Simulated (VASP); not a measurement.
**SnO: single point with PBE+D3(BJ)**

SnO, a slab with vacuum:

```
CELL_PARAMETERS angstrom
3.82065 0.00001 0.00000
-0.00001 3.82065 0.00000
0.00000 0.00000 22.22801
ATOMIC_POSITIONS crystal
Sn 0.99985 0.99985 0.20245
Sn 0.49985 0.49985 0.30880
Sn 0.87485 0.87485 0.49325
Sn 0.37485 0.37485 0.59960
O 0.99985 0.49985 0.25562
O 0.49985 0.99985 0.25562
O 0.87485 0.37485 0.54643
O 0.37485 0.87485 0.54643
```

| Quantity | Value |
| --- | --- |
| Program | VASP 6.6.1 |
| Task | single point |
| Functional | PBE |
| Dispersion | D3(BJ) |
| Potentials or basis | VASP PAW PBE potentials, release 64 (Sn_d, O) |
| Cutoff | 520 eV |
| k mesh | 7 × 7 × 1 |
| Occupations | gaussian, width 0.05 eV |
| Spin | no spin polarisation |

```
Largest force              : 0.164 eV/Å
Band gap on the k mesh     : 2.54 eV, indirect (least direct gap 2.56 eV)
Dispersion energy per atom : -0.156 eV
```

Forces on the atoms (eV/Å):
```
Sn  -0.002 -0.002 -0.066
Sn  -0.010 -0.010  0.163
Sn   0.010  0.010 -0.163
Sn   0.002  0.002  0.066
O   -0.014  0.005  0.013
O    0.005 -0.014  0.013
O   -0.005  0.014 -0.013
O    0.014 -0.005 -0.013
```

Levels at points of the mesh, in eV from the valence-band top:
| k point | band 38 | band 39 | band 40 | band 41 | band 42 | band 43 |
| --- | --- | --- | --- | --- | --- | --- |
| (0.00, 0.00, 0.00) | -1.94 | -0.59 | -0.02 | 2.54 | 2.87 | 2.87 |

Run time: 10 min on 1 thread of Intel(R) Xeon(R) Platinum 8259CL CPU @ 2.50GHz (Skylake/Cascade Lake), with other jobs on the host, peak memory 0.44 GiB.

Caveat: spin-orbit coupling is left out, which moves the levels of the heavy elements.
